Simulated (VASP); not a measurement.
# NaAg (rocksalt type) (Fm-3m) in VASP: settings compared

Aim: see how the results for NaAg (rocksalt type) move with the level of theory and the settings. Levels: LDA, r2SCAN. Tasks: electric field gradients.

All numbers are computed with VASP 6.6.1; they aren't measurements. Logs are shortened: lines on timing, memory, paths and dates and some standing lists are left out, and cuts for length are marked.

### 1 The cell of the first run

The structure is cubic, space group Fm-3m (No. 225). The conventional cell has a = 5.765 Å, b = 5.765 Å, c = 5.765 Å, α = 90.00°, β = 90.00°, γ = 90.00°. Na (site symmetry m-3m) has 6 Ag at 2.88 Å within 3.8 Å. Ag (site symmetry m-3m) has 6 Na at 2.88 Å within 3.8 Å.

### 2 Electric field gradients, LDA

Contents of INCAR:

```
PREC = Accurate
ENCUT = 520
EDIFF = 1E-8
ISMEAR = -1
SIGMA = 0.05
LREAL = F
LASPH = T
NELM = 100
ALGO = Normal
ISIF = 2
LWAVE = F
LCHARG = F
GGA = CA
LEFG = T
NBANDS = 16
```

Contents of KPOINTS:

```
Automatic mesh
0
Gamma
  12 12 12
```

Contents of POSCAR:

```
NaAg
1.0
    0.0000000000      2.8822804510      2.8822804510
    2.8822804510      0.0000000000      2.8822804510
    2.8822804510      2.8822804510      0.0000000000
Na Ag
1 1
Direct
    0.0000000000      0.0000000000      0.0000000000
    0.5000000000      0.5000000000      0.5000000000
```

Potentials or basis: VASP PAW LDA potentials, release 64 (Na_pv, Ag).

Launch:

```sh
$ cat potpaw_LDA.64/Na_pv/POTCAR potpaw_LDA.64/Ag/POTCAR > POTCAR
$ mpirun -np 1 vasp_std > vasp.out
```

OUTCAR:

```text
PREC = Accurate
   ENCUT = 520
   EDIFF = 1E-8
   ISMEAR = -1
   LREAL = F
   LASPH = T
   NELM = 100
   ISIF = 2
   GGA = CA

 ion  position               nearest neighbor table
   1  0.000  0.000  0.000-   2 2.88   2 2.88   2 2.88   2 2.88   2 2.88   2 2.88
   2  0.500  0.500  0.500-   1 2.88   1 2.88   1 2.88   1 2.88   1 2.88   1 2.88

  LATTYP: Found a face centered cubic cell.
 ALAT       =     5.7645609020

  Lattice vectors:

 A1 = (   0.0000000000,   2.8822804510,   2.8822804510)
 A2 = (   2.8822804510,   0.0000000000,   2.8822804510)
 A3 = (   2.8822804510,   2.8822804510,   0.0000000000)

Analysis of symmetry for initial positions (statically):
=====================================================================
 Subroutine PRICEL returns:
 Original cell was already a primitive cell.

 Routine SETGRP: Setting up the symmetry group for a
 face centered cubic supercell.

 Subroutine GETGRP returns: Found 48 space group operations
 (whereof 48 operations were pure point group operations)
 out of a pool of 48 trial point group operations.

The static configuration has the point symmetry O_h .

Analysis of symmetry for dynamics (positions and initial velocities):
=====================================================================
 Subroutine PRICEL returns:
 Original cell was already a primitive cell.

 Routine SETGRP: Setting up the symmetry group for a
 face centered cubic supercell.

 Subroutine GETGRP returns: Found 48 space group operations
 (whereof 48 operations were pure point group operations)
 out of a pool of 48 trial point group operations.

The dynamic configuration has the point symmetry O_h .

 Subroutine INISYM returns: Found 48 space group operations
 (whereof 48 operations are pure point group operations),
 and found     1 'primitive' translations

----------------------------------------------------------------------------------------

                                     Primitive cell

  volume of cell :      47.8893

  direct lattice vectors                    reciprocal lattice vectors
     0.000000000  2.882280451  2.882280451    -0.173473751  0.173473751  0.173473751
     2.882280451  0.000000000  2.882280451     0.173473751 -0.173473751  0.173473751
     2.882280451  2.882280451  0.000000000     0.173473751  0.173473751 -0.173473751

  length of vectors
     4.076160104  4.076160104  4.076160104     0.300465350  0.300465350  0.300465350

  position of ions in fractional coordinates (direct lattice)
     0.000000000  0.000000000  0.000000000
     0.500000000  0.500000000  0.500000000

  ion indices of the primitive-cell ions
   primitive index   ion index
                 1           1
                 2           2

----------------------------------------------------------------------------------------

 KPOINTS: Automatic mesh

Automatic generation of k-mesh.
 Grid dimensions read from file:
 generate k-points for:   12   12   12

 Generating k-lattice:

  Cartesian coordinates                     Fractional coordinates (reciprocal lattice)
    -0.014456146  0.014456146  0.014456146     0.083333333  0.000000000  0.000000000
     0.014456146 -0.014456146  0.014456146     0.000000000  0.083333333  0.000000000
     0.014456146  0.014456146 -0.014456146     0.000000000  0.000000000  0.083333333

  Length of vectors
     0.025038779  0.025038779  0.025038779

  Shift w.r.t. Gamma in fractional coordinates (k-lattice)
     0.000000000  0.000000000  0.000000000

 Subroutine IBZKPT returns following result:
 ===========================================

 Found     72 irreducible k-points:

 Following reciprocal coordinates:
            Coordinates               Weight
  0.000000  0.000000  0.000000      1.000000
  0.083333  0.000000  0.000000      8.000000
  0.166667  0.000000  0.000000      8.000000
  0.250000  0.000000  0.000000      8.000000
  0.333333  0.000000  0.000000      8.000000
  0.416667  0.000000  0.000000      8.000000
[... 16 lines left out ...]
  0.500000  0.166667  0.000000     24.000000
 -0.416667  0.166667  0.000000     24.000000
 [... further k-points ...]
   k-points           NKPTS =     72   k-points in BZ     NKDIM =     72   number of bands    NBANDS=     16
   number of dos      NEDOS =    301   number of ions     NIONS =      2
   total plane-waves  NPLWV =  27000
   dimension x,y,z NGX =    30 NGY =   30 NGZ =   30
   dimension x,y,z NGXF=    60 NGYF=   60 NGZF=   60
   ions per type =               1   1
   NGX,Y,Z   is equivalent  to a cutoff of  12.24, 12.24, 12.24 a.u.
   NGXF,Y,Z  is equivalent  to a cutoff of  24.47, 24.47, 24.47 a.u.
 SYSTEM =  unknown system
   PREC   = accura    normal or accurate (medium, high low for compatibility)
   ISTART =      0    job   : 0-new  1-cont  2-samecut
   ICHARG =      2    charge: 1-file 2-atom 10-const
   ISPIN  =      1    spin polarized calculation?
   LNONCOLLINEAR =      F non collinear calculations
   LSORBIT =      F    spin-orbit coupling
   LASPH  =      T    aspherical Exc in radial PAW
   ENCUT  =  520.0 eV  38.22 Ry    6.18 a.u.   7.58  7.58  7.58*2*pi/ulx,y,z
   NELM   =    100;   NELMIN=  2; NELMDL= -5     # of ELM steps
   EDIFF  = 0.1E-07   stopping-criterion for ELM
   LREAL  =      F    real-space projection
   EDIFFG = 0.1E-06   stopping-criterion for IOM
   NSW    =      0    number of steps for IOM
   IBRION =     -1    ionic relax: 0-MD 1-quasi-New 2-CG
   NFREE  =      0    steps in history (QN), initial steepest desc. (CG)
   ISIF   =      2    stress and relaxation
   ISYM   =      2    0-nonsym 1-usesym 2-fastsym
   POTIM  = 0.5000    time-step for ionic-motion
   TEBEG  =    0.0;   TEEND  =   0.0 temperature during run
   PSTRESS=    0.0 pullay stress
   NELECT =      18.0000    total number of electrons
   NUPDOWN=      -1.0000    fix difference up-down
   EMIN   =  10.00;   EMAX   =-10.00  energy-range for DOS
   EFERMI =   0.00;   METHOD = LEGACY
   ISMEAR =    -1;   SIGMA  =   0.05  broadening in eV -4-tet -1-fermi 0-gaus
   EFERMI_NEDOS =   21; number of points for ismear=-14 and -15
   IALGO  =     38    algorithm
   IMIX   =      4    mixing-type and parameters
     AMIX     =   0.40;   BMIX     =  1.00
     AMIX_MAG =   1.60;   BMIX_MAG =  1.00
  volume/ion in A,a.u.               =      23.94       161.59
  Fermi-wavevector in a.u.,A,eV,Ry     =   1.181461  2.232638 18.991697  1.395850
  Thomas-Fermi vector in A             =   2.317734
   LORBIT       =      0    0 simple, 1 ext, 2 COOP (PROOUT), +10 PAW based schemes
   GGA     = CA    functional components
   LHFCALC =     F    Hartree Fock is set to
   AEXX    =    0.0000 exact exchange contribution
   IVDW    =     0    specifies the selected vdW correction
   LEPSILON=     F    determine dielectric tensor
   LRPA    =     F    only Hartree local field effects (RPA)
 non-spin polarized calculation
  energy-cutoff  :      520.00
  volume of cell :       47.89
 maximum number of plane-waves:      1308
   NGX = 15   NGY = 15   NGZ = 15

 number of electron      17.9999998 magnetization

 Free energy of the ion-electron system (eV)
  ---------------------------------------------------
  ext. energy  EPLUGINS =         0.00000000
  ---------------------------------------------------
  free energy    TOTEN  =        -4.45401966 eV

  energy without entropy =       -4.44973396  energy(sigma->0) =       -4.45187681

 E-fermi :   2.5320     XC(G=0):  -9.3166

 val. band max:        2.5283926446   @ k =   0.5000   0.5000   0.0000
 cond. band min:       2.5624968023   @ k =  -0.4167   0.5000   0.0833
 fundamental gap:      0.0341041577
 Fermi energy:         2.5320402646

 k-point     1 :       0.0000    0.0000    0.0000
  band No.  band energies     occupation
      1     -21.1525      2.00000
      2     -21.1525      2.00000
      3     -21.1525      2.00000
      4      -2.1592      2.00000
      5      -1.5096      2.00000
      6      -1.5096      2.00000
[... 8 lines left out ...]
     15      13.0403      0.00000
     16      13.0403      0.00000
[... 419 lines left out ...]
 k-point    24 :      -0.4167    0.1667    0.0000
  band No.  band energies     occupation
      1     -21.1700      2.00000
      2     -21.1594      2.00000
      3     -21.1575      2.00000
      4      -1.6483      2.00000
      5      -1.5702      2.00000
      6      -1.4877      2.00000
[... 8 lines left out ...]
     15      14.1574      0.00000
     16      15.8481      0.00000

 [... further k-points ...]

------------------------ aborting loop because EDIFF is reached ----------------------------------------

  FORCE on cell =-STRESS in cart. coord.  units (eV):
  Direction    XX          YY          ZZ          XY          YZ          ZX
  --------------------------------------------------------------------------------------
  -------------------------------------------------------------------------------------
  Total        0.0055885      0.0055885      0.0055885      0.0000000      0.0000000     -0.0000000
  in kB        0.1869677      0.1869677      0.1869677      0.0000000      0.0000000     -0.0000000
  external PRESSURE =       0.1869677 kB  Pullay stress =       0.0000000 kB

 VOLUME and BASIS-vectors are now :
 -----------------------------------------------------------------------------
  energy-cutoff  :      520.00
  volume of cell :       47.89
      direct lattice vectors                 reciprocal lattice vectors
     0.000000000  2.882280451  2.882280451    -0.173473751  0.173473751  0.173473751
     2.882280451  0.000000000  2.882280451     0.173473751 -0.173473751  0.173473751
     2.882280451  2.882280451  0.000000000     0.173473751  0.173473751 -0.173473751

 POSITION                                       TOTAL-FORCE (eV/Angst)
 -----------------------------------------------------------------------------------
      0.00000      0.00000      0.00000        -0.000000      0.000000      0.000000
      2.88228      2.88228      2.88228         0.000000     -0.000000     -0.000000
 -----------------------------------------------------------------------------------
    total drift:                                0.000000      0.000000      0.000000

  FREE ENERGIE OF THE ION-ELECTRON SYSTEM (eV)
  ---------------------------------------------------
  free  energy   TOTEN  =        -4.4540196628 eV

  energy  without entropy=       -4.4497339612  energy(sigma->0) =       -4.45187681

 Electric field gradients (V/A^2)
---------------------------------------------------------------------
 ion       V_xx      V_yy      V_zz      V_xy      V_xz      V_yz
---------------------------------------------------------------------
   1      -0.000    -0.000    -0.000     0.002     0.002     0.002
   2       0.000    -0.000    -0.000     0.001     0.001     0.001
---------------------------------------------------------------------

 Electric field gradients after diagonalization (V/A^2)
 (convention: |V_zz| > |V_xx| > |V_yy|)
----------------------------------------------------------------------
 ion       V_xx      V_yy      V_zz     asymmetry (V_yy - V_xx)/ V_zz
----------------------------------------------------------------------
   1      -0.002    -0.002     0.005       0.000
   2      -0.001    -0.001     0.003       0.000
----------------------------------------------------------------------

           NMR quadrupolar parameters

 Cq : quadrupolar parameter    Cq=e*Q*V_zz/h
 eta: asymmetry parameters     (V_yy - V_xx)/ V_zz
 Q  : nuclear electric quadrupole moment in mb (millibarn)
----------------------------------------------------------------------
 ion       Cq(MHz)       eta       Q (mb)
----------------------------------------------------------------------
   1       0.000       0.000       1.000
   2       0.000       0.000       1.000
----------------------------------------------------------------------
```

Wall time 39 s (1 thread of AMD EPYC 7R13 (Zen 3), shared host); peak memory 0.16 GiB.

What came out:

```yaml
Free_energy: -4.4540 eV
Pressure: 0.0 GPa
Band_gap_on_the_k_mesh: zero (band 9 reaches 2.68 eV, above the bottom of band 10 at 2.08 eV)
```

Caveat: without QUAD_EFG the Cq values of the log hold for a quadrupole moment of 1 mb, not for the nuclei.

[end of part 1 of 2]
